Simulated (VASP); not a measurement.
# BN (Pm) in VASP: further runs, part 2 of 2

VASP 6.6.1. Earlier steps stand in the parts before.

## (3) Single point, PBE+D3(BJ) (atom 4 (N) moved by (-0.200, -0.100) A along x and y)

The input, INCAR:

```
SYSTEM = BN
PREC = Accurate
ENCUT = 520
EDIFF = 1E-6
ISMEAR = 0
SIGMA = 0.05
LREAL = .FALSE.
LASPH = .TRUE.
NELM = 80
ALGO = Normal
ISIF = 2
LWAVE = .FALSE.
LCHARG = .TRUE.
GGA = PE
IVDW = 12
LELF = .TRUE.
LVHAR = .TRUE.
NBANDS = 16
```

The input, KPOINTS:

```
regular mesh
0
G
  12 12 4
  0 0 0
```

The input, POSCAR:

```
BN
1.0
    2.5099983704      0.0000000000      0.0000000000
   -1.2549991852      2.1737223522      0.0000000000
    0.0000000000      0.0000000000      6.6900000000
B N
2 2
Direct
    0.0000000000      0.0000000000      0.5000000000
    0.3333333333      0.6666666667      0.0000000000
    0.0000000000      0.0000000000      0.0000000000
    0.5639833223      0.2873292980      0.5000000000
```

Potentials or basis: VASP PAW PBE potentials, release 64 (B, N).

On the command line:

```console
cat potpaw_PBE.64/B/POTCAR potpaw_PBE.64/N/POTCAR > POTCAR
mpirun -np 1 vasp_std > vasp.out
```

OUTCAR:

```text
SYSTEM = BN
   PREC = Accurate
   ENCUT = 520
   EDIFF = 1E-6
   ISMEAR = 0
   LREAL = .FALSE.
   LASPH = .TRUE.
   NELM = 80
   ISIF = 2
   GGA = PE
   IVDW = 12
 IVDW          = 12

 ion  position               nearest neighbor table
   1  0.000  0.000  0.500-   4 1.23   4 1.56   4 1.58
   2  0.333  0.667  0.000-   3 1.45   3 1.45   3 1.45
   3  0.000  0.000  0.000-   2 1.45   2 1.45   2 1.45
   4  0.564  0.287  0.500-   1 1.23   1 1.56   1 1.58

  LATTYP: Found a hexagonal cell.
 ALAT       =     2.5099983704
 C/A-ratio  =     2.6653403759

  Lattice vectors:

 A1 = (   2.5099983704,   0.0000000000,   0.0000000000)
 A2 = (  -1.2549991852,   2.1737223522,   0.0000000000)
 A3 = (   0.0000000000,   0.0000000000,   6.6900000000)

Analysis of symmetry for initial positions (statically):
=====================================================================
 Subroutine PRICEL returns:
 Original cell was already a primitive cell.

 Routine SETGRP: Setting up the symmetry group for a
 hexagonal supercell.

 Subroutine GETGRP returns: Found  2 space group operations
 (whereof  2 operations were pure point group operations)
 out of a pool of 24 trial point group operations.

The static configuration has the point symmetry C_1h.

Analysis of symmetry for dynamics (positions and initial velocities):
=====================================================================
 Subroutine PRICEL returns:
 Original cell was already a primitive cell.

 Routine SETGRP: Setting up the symmetry group for a
 hexagonal supercell.

 Subroutine GETGRP returns: Found  2 space group operations
 (whereof  2 operations were pure point group operations)
 out of a pool of 24 trial point group operations.

The dynamic configuration has the point symmetry C_1h.

 Subroutine INISYM returns: Found  2 space group operations
 (whereof  2 operations are pure point group operations),
 and found     1 'primitive' translations

[... 119 lines left out ...]
  volume/ion in A,a.u.               =       9.13        61.58
  Fermi-wavevector in a.u.,A,eV,Ry     =   1.243599  2.350061 21.041925  1.546538
  Thomas-Fermi vector in A             =   2.377902
   LORBIT       =      0    0 simple, 1 ext, 2 COOP (PROOUT), +10 PAW based schemes
   GGA     = PE    functional components
   LHFCALC =     F    Hartree Fock is set to
   AEXX    =    0.0000 exact exchange contribution
   IVDW    =    12    specifies the selected vdW correction
   LEPSILON=     F    determine dielectric tensor
   LRPA    =     F    only Hartree local field effects (RPA)
 non-spin polarized calculation
 Gauss-broadening in eV      SIGMA  =   0.05
  energy-cutoff  :      520.00
  volume of cell :       36.50
 maximum number of plane-waves:      1000
   NGX =  9   NGY =  9   NGZ = 25

 number of electron      15.9999998 magnetization

 Free energy of the ion-electron system (eV)
  ---------------------------------------------------
  ext. energy  EPLUGINS =         0.00000000
  ---------------------------------------------------
  free energy    TOTEN  =       -33.86117697 eV

  energy without entropy =      -33.86117697  energy(sigma->0) =      -33.86117697

 E-fermi :   3.4898     XC(G=0):  -9.9913

 val. band max:        3.1778812129   @ k =   0.0000   0.0000   0.5000
 cond. band min:       5.8644457170   @ k =   0.5000   0.0000   0.5000
 fundamental gap:      2.6865645041
 Fermi energy:         3.4898201455

 k-point     1 :       0.0000    0.0000    0.0000
  band No.  band energies     occupation
      1     -15.6208      2.00000
      2     -15.3274      2.00000
      3      -4.0329      2.00000
      4      -2.0224      2.00000
      5      -1.3655      2.00000
      6       0.7567      2.00000
[... 433 lines left out ...]
      3      -2.8733      2.00000
      4      -2.7983      2.00000
      5      -2.1959      2.00000
      6      -0.9560      2.00000
[... 8 lines left out ...]
     15      17.1285      0.00000
     16      17.2567      0.00000

 [... further k-points ...]

------------------------ aborting loop because EDIFF is reached ----------------------------------------

 Edisp (eV)   -0.55711

 E8    (eV) :    -0.1631

  FORCE on cell =-STRESS in cart. coord.  units (eV):
  Direction    XX          YY          ZZ          XY          YZ          ZX
  --------------------------------------------------------------------------------------
  -------------------------------------------------------------------------------------
  Total       5.98899     1.46773    -0.09050     4.18850     0.00000     0.00000
  in kB     262.88160    64.42500    -3.97243   183.85099     0.00000     0.00000
  external pressure =      107.78 kB  Pullay stress =        0.00 kB

 VOLUME and BASIS-vectors are now :
 -----------------------------------------------------------------------------
  energy-cutoff  :      520.00
  volume of cell :       36.50
      direct lattice vectors                 reciprocal lattice vectors
     2.509998370  0.000000000  0.000000000     0.398406633  0.230020177  0.000000000
    -1.254999185  2.173722352  0.000000000     0.000000000  0.460040354  0.000000000
     0.000000000  0.000000000  6.690000000     0.000000000  0.000000000  0.149476831

 POSITION                                       TOTAL-FORCE (eV/Angst)
 -----------------------------------------------------------------------------------
      0.00000      0.00000      3.34500       -11.603464     -6.532052      0.000000
     -0.00000      1.44915      0.00000         0.014161      0.007813      0.000000
      0.00000      0.00000      0.00000        -0.040337     -0.023283      0.000000
      1.05500      0.62457      3.34500        11.629640      6.547522      0.000000
 -----------------------------------------------------------------------------------
    total drift:                                0.000237      0.000121      0.000000

  FREE ENERGIE OF THE ION-ELECTRON SYSTEM (eV)
  ---------------------------------------------------
  free  energy   TOTEN  =       -34.4182916310 eV

  energy  without entropy=      -34.4182916310  energy(sigma->0) =      -34.41829163
```

stdout:

```text
POSCAR found type information on POSCAR B N
 POSCAR found :  2 types and       4 ions
 scaLAPACK will be used
 LDA part: xc-table for (Slater+PW92), standard interpolation
 POSCAR, INCAR and KPOINTS ok, starting setup
 FFT: planning ... GRIDC
 FFT: planning ... GRID_SOFT
 FFT: planning ... GRID
 WAVECAR not read
 entering main loop
```

It took 92 s on 1 thread of Intel Xeon Platinum 8259CL at 2.50GHz (Skylake/Cascade Lake), shared host; peak memory 0.24 GiB.

Results:

| Quantity | Value |
| --- | --- |
| Free energy | -34.4183 eV |
| Pressure | 10.8 GPa |
| Largest force | 13.346 eV/Å |
| Band gap on the k mesh | 2.69 eV, indirect (least direct gap 4.14 eV) |
| Dispersion energy per atom | -0.139 eV |

Forces in eV/Å, atoms in the order of the input:
```
B   -11.603  -6.532   0.000
B     0.014   0.008   0.000
N    -0.040  -0.023   0.000
N    11.630   6.548   0.000
```

Stress tensor (GPa, compression positive):
```
26.29 18.39  0.00
18.39  6.44  0.00
 0.00  0.00 -0.40
```

Levels at points of the mesh, in eV from the valence-band top:
```tsv
k point	band 5	band 6	band 7	band 8	band 9	band 10	band 11	band 12
(0.00, 0.00, 0.00)	-4.54	-2.42	-2.42	0.00	4.19	7.80	9.14	10.46
(0.50, 0.00, 0.00)	-5.20	-4.06	-2.10	-1.51	2.97	3.85	8.53	9.17
(0.00, 0.50, 0.00)	-5.20	-5.08	-2.68	-1.81	3.44	5.37	7.28	8.58
(0.50, 0.50, 0.00)	-5.33	-5.19	-2.74	-1.81	3.44	5.55	7.43	8.58
(0.00, 0.00, 0.50)	-4.53	-2.42	-2.42	0.00	6.42	6.45	7.80	10.46
(0.50, 0.00, 0.50)	-5.20	-4.06	-2.00	-1.45	2.69	3.62	8.73	9.38
(0.00, 0.50, 0.50)	-5.20	-5.09	-2.45	-2.00	3.64	4.65	7.40	8.79
(0.50, 0.50, 0.50)	-5.32	-5.20	-2.52	-2.00	3.64	4.83	7.56	8.79
```

Caveat: the cell differs from its parent crystal (atom 4 (N) moved by (-0.200, -0.100) A along x and y); forces of over 1 eV/Å act on the atoms, so gaps and moduli don't describe the material at rest. A k mesh can miss the band edges.

## (4) Single point, PBE+D3(BJ) (atom 4 (N) moved by (-0.200, +0.100) A along x and y)

The input, INCAR:

```
SYSTEM = BN
PREC = Accurate
ENCUT = 520
EDIFF = 1E-6
ISMEAR = 0
SIGMA = 0.05
LREAL = .False.
LASPH = .True.
NELM = 100
ALGO = Normal
ISIF = 2
LWAVE = .False.
LCHARG = .True.
GGA = PE
IVDW = 12
LELF = .True.
LVHAR = .True.
NBANDS = 16
```

The input, KPOINTS:

```
regular mesh
0
Gamma
  12 12 4
  0 0 0
```

POSCAR, as its differences from that of step 3:

```diff
@@ -11,2 +11,2 @@
     0.0000000000      0.0000000000      0.0000000000
-    0.5639833223      0.2873292980      0.5000000000
+    0.6099873577      0.3793373687      0.5000000000
```

Potentials or basis: VASP PAW PBE potentials, release 64 (B, N).

On the command line:

```console
cat potpaw_PBE.64/B/POTCAR potpaw_PBE.64/N/POTCAR > POTCAR
mpirun -np 1 vasp_std > vasp.out
```

OUTCAR:

```text
SYSTEM = BN
   PREC = Accurate
   ENCUT = 520
   EDIFF = 1E-6
   ISMEAR = 0
   LREAL = .False.
   LASPH = .True.
   NELM = 100
   ISIF = 2
   GGA = PE
   IVDW = 12
 IVDW          = 12

 ion  position               nearest neighbor table
   1  0.000  0.000  0.500-   4 1.34   4 1.36   4 1.67
   2  0.333  0.667  0.000-   3 1.45   3 1.45   3 1.45
   3  0.000  0.000  0.000-   2 1.45   2 1.45   2 1.45
   4  0.610  0.379  0.500-   1 1.34   1 1.36   1 1.67

  LATTYP: Found a hexagonal cell.
 ALAT       =     2.5099983704
 C/A-ratio  =     2.6653403759

  Lattice vectors:

 A1 = (   2.5099983704,   0.0000000000,   0.0000000000)
 A2 = (  -1.2549991852,   2.1737223522,   0.0000000000)
 A3 = (   0.0000000000,   0.0000000000,   6.6900000000)

Analysis of symmetry for initial positions (statically):
=====================================================================
 Subroutine PRICEL returns:
 Original cell was already a primitive cell.

 Routine SETGRP: Setting up the symmetry group for a
 hexagonal supercell.

 Subroutine GETGRP returns: Found  2 space group operations
 (whereof  2 operations were pure point group operations)
 out of a pool of 24 trial point group operations.

The static configuration has the point symmetry C_1h.

Analysis of symmetry for dynamics (positions and initial velocities):
=====================================================================
 Subroutine PRICEL returns:
 Original cell was already a primitive cell.

 Routine SETGRP: Setting up the symmetry group for a
 hexagonal supercell.

 Subroutine GETGRP returns: Found  2 space group operations
 (whereof  2 operations were pure point group operations)
 out of a pool of 24 trial point group operations.

The dynamic configuration has the point symmetry C_1h.

 Subroutine INISYM returns: Found  2 space group operations
 (whereof  2 operations are pure point group operations),
 and found     1 'primitive' translations

[... 119 lines left out ...]
  volume/ion in A,a.u.               =       9.13        61.58
  Fermi-wavevector in a.u.,A,eV,Ry     =   1.243599  2.350061 21.041925  1.546538
  Thomas-Fermi vector in A             =   2.377902
   LORBIT       =      0    0 simple, 1 ext, 2 COOP (PROOUT), +10 PAW based schemes
   GGA     = PE    functional components
   LHFCALC =     F    Hartree Fock is set to
   AEXX    =    0.0000 exact exchange contribution
   IVDW    =    12    specifies the selected vdW correction
   LEPSILON=     F    determine dielectric tensor
   LRPA    =     F    only Hartree local field effects (RPA)
 non-spin polarized calculation
 Gauss-broadening in eV      SIGMA  =   0.05
  energy-cutoff  :      520.00
  volume of cell :       36.50
 maximum number of plane-waves:      1000
   NGX =  9   NGY =  9   NGZ = 25

 number of electron      15.9999998 magnetization

 Free energy of the ion-electron system (eV)
  ---------------------------------------------------
  ext. energy  EPLUGINS =         0.00000000
  ---------------------------------------------------
  free energy    TOTEN  =       -34.37472850 eV

  energy without entropy =      -34.37472850  energy(sigma->0) =      -34.37472850

 E-fermi :   3.6076     XC(G=0): -10.0039

 val. band max:        3.3554502169   @ k =   0.0000   0.0000   0.5000
 cond. band min:       6.1630970147   @ k =   0.5000   0.0000   0.5000
 fundamental gap:      2.8076467977
 Fermi energy:         3.6075759482

 k-point     1 :       0.0000    0.0000    0.0000
  band No.  band energies     occupation
      1     -15.5995      2.00000
      2     -15.3059      2.00000
      3      -4.0094      2.00000
      4      -1.9876      2.00000
      5      -1.6135      2.00000
      6       0.7801      2.00000
[... 433 lines left out ...]
      3      -3.2738      2.00000
      4      -2.7436      2.00000
      5      -2.1740      2.00000
      6      -0.8808      2.00000
[... 8 lines left out ...]
     15      17.1161      0.00000
     16      17.2941      0.00000

 [... further k-points ...]

------------------------ aborting loop because EDIFF is reached ----------------------------------------

 Edisp (eV)   -0.55717

 E8    (eV) :    -0.1631

  FORCE on cell =-STRESS in cart. coord.  units (eV):
  Direction    XX          YY          ZZ          XY          YZ          ZX
  --------------------------------------------------------------------------------------
  -------------------------------------------------------------------------------------
  Total       1.19045     2.98809    -0.11993     2.11794     0.00000     0.00000
  in kB      52.25386   131.15979    -5.26410    92.96528     0.00000     0.00000
  external pressure =       59.38 kB  Pullay stress =        0.00 kB

 VOLUME and BASIS-vectors are now :
 -----------------------------------------------------------------------------
  energy-cutoff  :      520.00
  volume of cell :       36.50
      direct lattice vectors                 reciprocal lattice vectors
     2.509998370  0.000000000  0.000000000     0.398406633  0.230020177  0.000000000
    -1.254999185  2.173722352  0.000000000     0.000000000  0.460040354  0.000000000
     0.000000000  0.000000000  6.690000000     0.000000000  0.000000000  0.149476831

 POSITION                                       TOTAL-FORCE (eV/Angst)
 -----------------------------------------------------------------------------------
      0.00000      0.00000      3.34500        -5.584096      2.126247      0.000000
     -0.00000      1.44915      0.00000         0.009643     -0.004009      0.000000
      0.00000      0.00000      0.00000        -0.017190      0.005066      0.000000
      1.05500      0.82457      3.34500         5.591643     -2.127304      0.000000
 -----------------------------------------------------------------------------------
    total drift:                                0.000238      0.000012      0.000000

  FREE ENERGIE OF THE ION-ELECTRON SYSTEM (eV)
  ---------------------------------------------------
  free  energy   TOTEN  =       -34.9318998819 eV

  energy  without entropy=      -34.9318998819  energy(sigma->0) =      -34.93189988
```

stdout:

```text
POSCAR found type information on POSCAR B N
 POSCAR found :  2 types and       4 ions
 scaLAPACK will be used
 LDA part: xc-table for (Slater+PW92), standard interpolation
 POSCAR, INCAR and KPOINTS ok, starting setup
 FFT: planning ... GRIDC
 FFT: planning ... GRID_SOFT
 FFT: planning ... GRID
 WAVECAR not read
 entering main loop
```

Wall time 92 s (1 thread of Intel Xeon Platinum 8259CL at 2.50GHz (Skylake/Cascade Lake), shared host); peak memory 0.24 GiB.

Results:

| Quantity | Value |
| --- | --- |
| Free energy | -34.9319 eV |
| Pressure | 5.9 GPa |
| Largest force | 5.983 eV/Å |
| Band gap on the k mesh | 2.81 eV, indirect (least direct gap 3.98 eV) |
| Dispersion energy per atom | -0.139 eV |

Forces on the atoms (eV/Å):
```
B   -5.584  2.126  0.000
B    0.010 -0.004  0.000
N   -0.017  0.005  0.000
N    5.592 -2.127  0.000
```

Stress tensor (GPa, compression positive):
```
 5.23  9.30  0.00
 9.30 13.12  0.00
 0.00  0.00 -0.53
```

Levels at points of the mesh, in eV from the valence-band top:
```
           k point  band 5  band 6  band 7  band 8  band 9  band 10  band 11  band 12
(0.00, 0.00, 0.00)   -4.97   -2.58   -2.57    0.00    3.98     7.57     8.98    10.30
(0.50, 0.00, 0.00)   -5.35   -4.12   -2.28   -1.75    2.98     3.81     7.52     8.40
(0.00, 0.50, 0.00)   -5.35   -4.15   -2.31   -1.80    3.04     3.89     7.30     8.41
(0.50, 0.50, 0.00)   -6.76   -5.35   -3.12   -1.95    3.30     6.11     8.22     8.48
(0.00, 0.00, 0.50)   -4.97   -2.58   -2.57    0.00    6.12     6.28     7.83    10.30
(0.50, 0.00, 0.50)   -5.35   -4.12   -2.15   -1.74    2.81     3.47     7.64     8.59
(0.00, 0.50, 0.50)   -5.35   -4.15   -2.15   -1.82    2.95     3.47     7.43     8.60
(0.50, 0.50, 0.50)   -6.76   -5.35   -2.91   -2.15    3.50     5.36     8.47     8.65
```

Caveat: the cell differs from its parent crystal (atom 4 (N) moved by (-0.200, +0.100) A along x and y); forces of over 1 eV/Å act on the atoms, so gaps and moduli don't describe the material at rest. A k mesh can miss the band edges.

## (5) Single point, PBE+D3(BJ) (atom 4 (N) moved by (-0.100, -0.200) A along x and y)

The input, INCAR:

```
  PREC = Accurate
  ENCUT = 520
  EDIFF = 1E-7
  ISMEAR = 0
  SIGMA = 0.05
  LREAL = False
  LASPH = True
  NELM = 80
  ALGO = Normal
  ISIF = 2
  LWAVE = False
  LCHARG = True
  GGA = PE
  IVDW = 12
  LELF = True
  LVHAR = True
  NBANDS = 16
```

The input, KPOINTS:

```
regular mesh
0
Gamma
  12 12 4
```

POSCAR, as its differences from that of step 4:

```diff
@@ -11,2 +11,2 @@
     0.0000000000      0.0000000000      0.0000000000
-    0.6099873577      0.3793373687      0.5000000000
+    0.5808219680      0.2413252626      0.5000000000
```

On the command line:

```console
cat potpaw_PBE.64/B/POTCAR potpaw_PBE.64/N/POTCAR > POTCAR
mpirun -np 1 vasp_std > vasp.out
```

It took 1.7 min on 1 thread of Intel Xeon Platinum 8259CL at 2.50GHz (Skylake/Cascade Lake), shared host; peak memory 0.24 GiB.

The run converged. Its results:

* Free energy: -34.7275 eV
* Pressure: 7.9 GPa
* Largest force: 9.455 eV/Å
* Band gap on the k mesh: 2.62 eV, indirect (least direct gap 4.06 eV)
* Dispersion energy per atom: -0.139 eV

Forces in eV/Å, atoms in the order of the input:
```
B   -6.980 -6.348  0.000
B    0.009  0.010  0.000
N   -0.028 -0.020  0.000
N    6.999  6.358  0.000
```

Stress tensor (GPa, compression positive):
```
23.39  9.58  0.00
 9.58  0.77  0.00
 0.00  0.00 -0.47
```

Levels at points of the mesh, in eV from the valence-band top:
| k point | band 6 | band 7 | band 8 | band 9 | band 10 | band 11 |
| --- | --- | --- | --- | --- | --- | --- |
| (0.00, 0.00, 0.00) | -2.51 | -2.51 | 0.00 | 4.06 | 7.65 | 9.05 |
| (0.50, 0.00, 0.00) | -4.08 | -2.19 | -1.61 | 2.90 | 3.77 | 8.39 |
| (0.00, 0.50, 0.00) | -5.29 | -3.02 | -1.90 | 3.36 | 6.02 | 8.04 |
| (0.50, 0.50, 0.00) | -4.37 | -2.43 | -1.85 | 3.27 | 4.41 | 6.95 |
| (0.00, 0.00, 0.50) | -2.51 | -2.51 | 0.00 | 6.24 | 6.34 | 7.82 |
| (0.50, 0.00, 0.50) | -4.08 | -2.09 | -1.54 | 2.62 | 3.53 | 8.58 |
| (0.00, 0.50, 0.50) | -5.29 | -2.81 | -2.09 | 3.55 | 5.28 | 8.22 |
| (0.50, 0.50, 0.50) | -4.37 | -2.10 | -2.09 | 3.53 | 3.64 | 7.06 |

Caveat: the cell differs from its parent crystal (atom 4 (N) moved by (-0.100, -0.200) A along x and y); forces of over 1 eV/Å act on the atoms, so gaps and moduli don't describe the material at rest.
